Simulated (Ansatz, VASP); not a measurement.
Two plane-wave programs on HfO2

INCAR

```
SYSTEM = HfO2
  PREC = Accurate
  ENCUT = 520
  EDIFF = 1E-6
  ISMEAR = -1
  SIGMA = 0.05
  LREAL = .FALSE.
  LASPH = .TRUE.
  NELM = 80
  ALGO = Normal
  ISIF = 2
  LWAVE = .FALSE.
  LCHARG = .FALSE.
  GGA = PE
  IVDW = 13
  NBANDS = 56
```

The input KPOINTS:

```
Automatic mesh
0
G
  5 6 5
  0 0 0
```

The input POSCAR:

```
HfO2
1.0
    5.3218317680      0.0000000000      0.0000000000
    0.0000000000      5.1029212315      0.0000000000
    0.0000000000      0.0000000000      5.1313902082
Hf O
4 8
Direct
    0.9669940000      0.7325208200      0.7414403500
    0.5330060000      0.7325208200      0.2414403500
    0.4669940000      0.2674791800      0.7414403500
    0.0330060000      0.2674791800      0.2414403500
    0.6321274500      0.9286454000      0.8792672600
    0.8678725500      0.9286454000      0.3792672600
    0.2339485200      0.5398830500      0.4922923900
    0.2660514800      0.5398830500      0.9922923900
    0.7660514800      0.4601169500      0.9922923900
    0.7339485200      0.4601169500      0.4922923900
    0.1321274500      0.0713546000      0.8792672600
    0.3678725500      0.0713546000      0.3792672600
```

The input input.yaml:

```yaml
crystal:
  lattice:
    - [5.321831768, 0.0, 0.0]
    - [0.0, 5.1029212315, 0.0]
    - [0.0, 0.0, 5.1313902082]
  atoms:
    - { symbol: Hf, position: [0.966994, 0.73252082, 0.74144035] }
    - { symbol: Hf, position: [0.533006, 0.73252082, 0.24144035] }
    - { symbol: Hf, position: [0.466994, 0.26747918, 0.74144035] }
    - { symbol: Hf, position: [0.033006, 0.26747918, 0.24144035] }
    - { symbol: O, position: [0.63212745, 0.9286454, 0.87926726] }
    - { symbol: O, position: [0.86787255, 0.9286454, 0.37926726] }
    - { symbol: O, position: [0.23394852, 0.53988305, 0.49229239] }
    - { symbol: O, position: [0.26605148, 0.53988305, 0.99229239] }
    - { symbol: O, position: [0.76605148, 0.46011695, 0.99229239] }
    - { symbol: O, position: [0.73394852, 0.46011695, 0.49229239] }
    - { symbol: O, position: [0.13212745, 0.0713546, 0.87926726] }
    - { symbol: O, position: [0.36787255, 0.0713546, 0.37926726] }
hamiltonian:
  xc: pbe
  pseudopotentials: { kind: paw }
  dispersion: d4
kpoints:
  mp_grid: { grid: [5, 6, 5] }
scf:
  occupations: { method: fermi_dirac, width: 0.05 }
output:
  forces: true
  stress: true
  eigenvalues: true
```

Alike in both runs: task single point; functional PBE; dispersion D4; k mesh 5 × 6 × 5; occupations fermi-dirac, width 0.05 eV; no spin polarisation.

|  | VASP | Ansatz |
| --- | --- | --- |
| version | VASP 6.6.1 | Ansatz 0.2.0 |
| potentials or method | VASP PAW PBE potentials, release 64 (Hf_pv, O) | Ansatz PAW |
| plane-wave cutoff (eV) | 520 | 420 |
| valence electrons in the cell | 88 | 152 |

```tsv
	VASP	Ansatz	Ansatz less VASP
gap on the k mesh at the Fermi level (eV)	4.23	4.28	+0.049
least direct gap on the mesh (eV)	4.44	4.48	+0.043
pressure (GPa)	-10.7	-7.7	+3.03
traceless stress, the component that is largest in VASP (GPa)	-0.49	-0.47	+0.028
rms of the force components (eV/Å)	0.090	0.073	-0.0169
```

Atom by atom the forces differ by 0.025 eV/Å (rms over components). VASP's potentials hold 88 valence electrons a cell and Ansatz's 152, so a difference there can come from the potentials and not from the codes.

Spin-orbit coupling is off throughout. Noted on Ansatz's run: odd divisions of the mesh miss points on the zone boundary, where band edges often lie, so the gap on the mesh can be too wide.
